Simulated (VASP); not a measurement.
# KMgF3 (P4mm) in VASP: a series of runs, part 3 of 3

VASP 6.6.1. Earlier steps stand in the parts before.

**7. Single point, PBE (all Mg atoms moved +0.013 Å, as atom 2 along Cartesian [0 0 1])**

INCAR reads:

```
PREC = Accurate ; ENCUT = 520
EDIFF = 1E-6 ; ISMEAR = 0
SIGMA = 0.05 ; LREAL = False
LASPH = True ; NELM = 100
ALGO = Normal ; ISIF = 2
LWAVE = False ; LCHARG = True
GGA = PE ; LELF = True
LVHAR = True ; NBANDS = 24
```

KPOINTS reads:

```
Automatic mesh
0
Gamma
  6 6 6
```

POSCAR reads:

```
KMgF3
1.0
    3.9859000000      0.0000000000      0.0000000000
    0.0000000000      3.9859000000      0.0000000000
    0.0000000000      0.0000000000      3.9859000000
K Mg F
1 1 3
Direct
    0.5000000000      0.5000000000      0.5000000000
    0.0000000000      0.0000000000      0.0031360546
    0.5000000000      0.0000000000      0.0000000000
    0.0000000000      0.5000000000      0.0000000000
    0.0000000000      0.0000000000      0.5000000000
```

Potentials or basis: VASP PAW PBE potentials, release 64 (K_sv, Mg, F).

Started as:

```sh
cat potpaw_PBE.64/K_sv/POTCAR potpaw_PBE.64/Mg/POTCAR potpaw_PBE.64/F/POTCAR > POTCAR
mpirun -np 1 vasp_std > vasp.out
```

OUTCAR:

```text
PREC = Accurate
   ENCUT = 520
   EDIFF = 1E-6
   ISMEAR = 0
   LREAL = False
   LASPH = True
   NELM = 100
   ISIF = 2
   GGA = PE

 ion  position               nearest neighbor table
   1  0.500  0.500  0.500-   3 2.82   4 2.82   5 2.82   3 2.82   4 2.82   3 2.82   5 2.82   3 2.82
                             4 2.82   5 2.82   4 2.82   5 2.82   2 3.44   2 3.44   2 3.44   2 3.44
   2  0.000  0.000  0.003-   5 1.98   4 1.99   3 1.99   4 1.99   3 1.99   5 2.01   1 3.44   1 3.44
                             1 3.44   1 3.44   1 3.46   1 3.46   1 3.46   1 3.46
   3  0.500  0.000  0.000-   2 1.99   2 1.99   1 2.82   1 2.82   1 2.82   1 2.82
   4  0.000  0.500  0.000-   2 1.99   2 1.99   1 2.82   1 2.82   1 2.82   1 2.82
   5  0.000  0.000  0.500-   2 1.98   2 2.01   1 2.82   1 2.82   1 2.82   1 2.82

  LATTYP: Found a simple cubic cell.
 ALAT       =     3.9859000000

  Lattice vectors:

 A1 = (   3.9859000000,   0.0000000000,   0.0000000000)
 A2 = (   0.0000000000,   3.9859000000,   0.0000000000)
 A3 = (   0.0000000000,   0.0000000000,   3.9859000000)

Analysis of symmetry for initial positions (statically):
=====================================================================
 Subroutine PRICEL returns:
 Original cell was already a primitive cell.

 Routine SETGRP: Setting up the symmetry group for a
 simple cubic supercell.

 Subroutine GETGRP returns: Found  8 space group operations
 (whereof  8 operations were pure point group operations)
 out of a pool of 48 trial point group operations.

The static configuration has the point symmetry C_4v.

Analysis of symmetry for dynamics (positions and initial velocities):
=====================================================================
 Subroutine PRICEL returns:
 Original cell was already a primitive cell.

 Routine SETGRP: Setting up the symmetry group for a
 simple cubic supercell.

 Subroutine GETGRP returns: Found  8 space group operations
 (whereof  8 operations were pure point group operations)
 out of a pool of 48 trial point group operations.

The dynamic configuration has the point symmetry C_4v.

 Subroutine INISYM returns: Found  8 space group operations
 (whereof  8 operations are pure point group operations),
 and found     1 'primitive' translations

----------------------------------------------------------------------------------------

                                     Primitive cell

  volume of cell :      63.3256

  direct lattice vectors                    reciprocal lattice vectors
     3.985900000  0.000000000  0.000000000     0.250884367  0.000000000  0.000000000
     0.000000000  3.985900000  0.000000000     0.000000000  0.250884367  0.000000000
     0.000000000  0.000000000  3.985900000     0.000000000  0.000000000  0.250884367

  length of vectors
     3.985900000  3.985900000  3.985900000     0.250884367  0.250884367  0.250884367

  position of ions in fractional coordinates (direct lattice)
     0.500000000  0.500000000  0.500000000
     0.000000000  0.000000000  0.003136055
     0.500000000  0.000000000  0.000000000
     0.000000000  0.500000000  0.000000000
     0.000000000  0.000000000  0.500000000

  ion indices of the primitive-cell ions
   primitive index   ion index
                 1           1
                 2           2
                 3           3
                 4           4
[... 24 lines left out ...]
 ===========================================

 Found     40 irreducible k-points:

 Following reciprocal coordinates:
            Coordinates               Weight
  0.000000  0.000000  0.000000      1.000000
  0.166667  0.000000  0.000000      4.000000
  0.000000  0.000000  0.166667      2.000000
  0.333333  0.000000  0.000000      4.000000
  0.000000  0.000000  0.333333      2.000000
  0.500000  0.000000  0.000000      2.000000
[... 16 lines left out ...]
  0.166667  0.166667  0.166667      8.000000
  0.333333  0.166667  0.166667     16.000000
 [... further k-points ...]
   k-points           NKPTS =     40   k-points in BZ     NKDIM =     40   number of bands    NBANDS=     24
   number of dos      NEDOS =    301   number of ions     NIONS =      5
   total plane-waves  NPLWV =  27000
   dimension x,y,z NGX =    30 NGY =   30 NGZ =   30
   dimension x,y,z NGXF=    60 NGYF=   60 NGZF=   60
   ions per type =               1   1   3
   NGX,Y,Z   is equivalent  to a cutoff of  12.51, 12.51, 12.51 a.u.
   NGXF,Y,Z  is equivalent  to a cutoff of  25.03, 25.03, 25.03 a.u.
 SYSTEM =  unknown system
   PREC   = accura    normal or accurate (medium, high low for compatibility)
   ISTART =      0    job   : 0-new  1-cont  2-samecut
   ICHARG =      2    charge: 1-file 2-atom 10-const
   ISPIN  =      1    spin polarized calculation?
   LNONCOLLINEAR =      F non collinear calculations
   LSORBIT =      F    spin-orbit coupling
   LASPH  =      T    aspherical Exc in radial PAW
   ENCUT  =  520.0 eV  38.22 Ry    6.18 a.u.   7.41  7.41  7.41*2*pi/ulx,y,z
   NELM   =    100;   NELMIN=  2; NELMDL= -5     # of ELM steps
   EDIFF  = 0.1E-05   stopping-criterion for ELM
   LREAL  =      F    real-space projection
   EDIFFG = 0.1E-04   stopping-criterion for IOM
   NSW    =      0    number of steps for IOM
   IBRION =     -1    ionic relax: 0-MD 1-quasi-New 2-CG
   NFREE  =      0    steps in history (QN), initial steepest desc. (CG)
   ISIF   =      2    stress and relaxation
   ISYM   =      2    0-nonsym 1-usesym 2-fastsym
   POTIM  = 0.5000    time-step for ionic-motion
   TEBEG  =    0.0;   TEEND  =   0.0 temperature during run
   PSTRESS=    0.0 pullay stress
   NELECT =      32.0000    total number of electrons
   NUPDOWN=      -1.0000    fix difference up-down
   EMIN   =  10.00;   EMAX   =-10.00  energy-range for DOS
   EFERMI =   0.00;   METHOD = LEGACY
   ISMEAR =     0;   SIGMA  =   0.05  broadening in eV -4-tet -1-fermi 0-gaus
   EFERMI_NEDOS =   21; number of points for ismear=-14 and -15
   IALGO  =     38    algorithm
   IMIX   =      4    mixing-type and parameters
     AMIX     =   0.40;   BMIX     =  1.00
     AMIX_MAG =   1.60;   BMIX_MAG =  1.00
  volume/ion in A,a.u.               =      12.67        85.47
  Fermi-wavevector in a.u.,A,eV,Ry     =   1.303962  2.464132 23.134232  1.700318
  Thomas-Fermi vector in A             =   2.434930
   LORBIT       =      0    0 simple, 1 ext, 2 COOP (PROOUT), +10 PAW based schemes
   GGA     = PE    functional components
   LHFCALC =     F    Hartree Fock is set to
   AEXX    =    0.0000 exact exchange contribution
   IVDW    =     0    specifies the selected vdW correction
   LEPSILON=     F    determine dielectric tensor
   LRPA    =     F    only Hartree local field effects (RPA)
 non-spin polarized calculation
 Gauss-broadening in eV      SIGMA  =   0.05
  energy-cutoff  :      520.00
  volume of cell :       63.33
 maximum number of plane-waves:      1743
 NGX is ok and might be reduce to    30
   NGX = 15   NGY = 15   NGZ = 15

 number of electron      31.9999958 magnetization

 Free energy of the ion-electron system (eV)
  ---------------------------------------------------
  ext. energy  EPLUGINS =         0.00000000
  ---------------------------------------------------
  free energy    TOTEN  =       -24.41389583 eV

  energy without entropy =      -24.41389583  energy(sigma->0) =      -24.41389583

 E-fermi :  -1.2641     XC(G=0):  -9.6841

 val. band max:       -1.6007762785   @ k =   0.5000   0.5000   0.5000
 cond. band min:       5.7036000425   @ k =   0.0000   0.0000   0.0000
 fundamental gap:      7.3043763210
 Fermi energy:        -1.2641278661

 k-point     1 :       0.0000    0.0000    0.0000
  band No.  band energies     occupation
      1     -27.2550      2.00000
      2     -21.7200      2.00000
      3     -21.0668      2.00000
      4     -21.0663      2.00000
      5     -10.7472      2.00000
      6     -10.7472      2.00000
[... 637 lines left out ...]
     23      12.6072      0.00000
     24      14.1212      0.00000

 [... further k-points ...]
[... 5 lines left out ...]
  --------------------------------------------------------------------------------------
  -------------------------------------------------------------------------------------
  Total        1.3269386      1.3269386      1.3353935      0.0000000      0.0000000      0.0000000
  in kB       33.5723873     33.5723873     33.7863004      0.0000000      0.0000000      0.0000000
  external PRESSURE =      33.6436916 kB  Pullay stress =       0.0000000 kB

 VOLUME and BASIS-vectors are now :
 -----------------------------------------------------------------------------
  energy-cutoff  :      520.00
  volume of cell :       63.33
      direct lattice vectors                 reciprocal lattice vectors
     3.985900000  0.000000000  0.000000000     0.250884367  0.000000000  0.000000000
     0.000000000  3.985900000  0.000000000     0.000000000  0.250884367  0.000000000
     0.000000000  0.000000000  3.985900000     0.000000000  0.000000000  0.250884367

 POSITION                                       TOTAL-FORCE (eV/Angst)
 -----------------------------------------------------------------------------------
      1.99295      1.99295      1.99295        -0.000000      0.000000      0.015735
      0.00000      0.00000      0.01250        -0.000000     -0.000000     -0.119798
      1.99295      0.00000      0.00000        -0.000000     -0.000000      0.009994
      0.00000      1.99295      0.00000         0.000000     -0.000000      0.009994
      0.00000      0.00000      1.99295        -0.000000     -0.000000      0.084074
 -----------------------------------------------------------------------------------
    total drift:                                0.000000     -0.000000     -0.000150

  FREE ENERGIE OF THE ION-ELECTRON SYSTEM (eV)
  ---------------------------------------------------
  free  energy   TOTEN  =       -24.4138958295 eV

  energy  without entropy=      -24.4138958295  energy(sigma->0) =      -24.41389583
```

OSZICAR:

```text
N       E                     dE             d eps       ncg     rms          rms(c)
DAV:   1     0.220107889290E+03    0.22011E+03   -0.17382E+04  1992   0.128E+03
DAV:   2    -0.152870298210E+02   -0.23539E+03   -0.22628E+03  2472   0.343E+02
DAV:   3    -0.262685471137E+02   -0.10982E+02   -0.10928E+02  2880   0.677E+01
DAV:   4    -0.266214089469E+02   -0.35286E+00   -0.35282E+00  2472   0.766E+00
DAV:   5    -0.266234350797E+02   -0.20261E-02   -0.20261E-02  2640   0.588E-01    0.901E+00
DAV:   6    -0.244116345571E+02    0.22118E+01   -0.71625E+00  2288   0.191E+01    0.404E+00
DAV:   7    -0.244141032254E+02   -0.24687E-02   -0.31813E-01  2240   0.294E+00    0.239E+00
DAV:   8    -0.244143986538E+02   -0.29543E-03   -0.73976E-02  2376   0.244E+00    0.332E-01
DAV:   9    -0.244136223348E+02    0.77632E-03   -0.17065E-02  2440   0.901E-01    0.150E-01
DAV:  10    -0.244139119916E+02   -0.28966E-03   -0.11180E-03  2280   0.213E-01    0.897E-02
DAV:  11    -0.244139067608E+02    0.52308E-05   -0.56167E-05  2376   0.610E-02    0.406E-02
DAV:  12    -0.244138955741E+02    0.11187E-04   -0.49562E-05  2288   0.471E-02    0.316E-03
DAV:  13    -0.244138958295E+02   -0.25539E-06   -0.13448E-06  1984   0.752E-03
   1 F= -.24413896E+02 E0= -.24413896E+02  d E =-.114448E-22
```

Wall time 1.7 min (1 thread of AMD EPYC 7R13, shared host); peak memory 0.17 GiB.

Results:

* Free energy: -24.4139 eV
* Pressure: 3.4 GPa
* Largest force: 0.120 eV/Å
* Band gap on the k mesh: 7.30 eV, indirect (least direct gap 7.63 eV)

Forces in eV/Å, atoms in the order of the input:
```
K    0.000  0.000  0.016
Mg   0.000  0.000 -0.120
F    0.000  0.000  0.010
F    0.000  0.000  0.010
F    0.000  0.000  0.084
```

Caveat: the cell differs from its parent crystal (all Mg atoms moved +0.013 Å, as atom 2 along Cartesian [0 0 1]). A k mesh can miss the band edges.
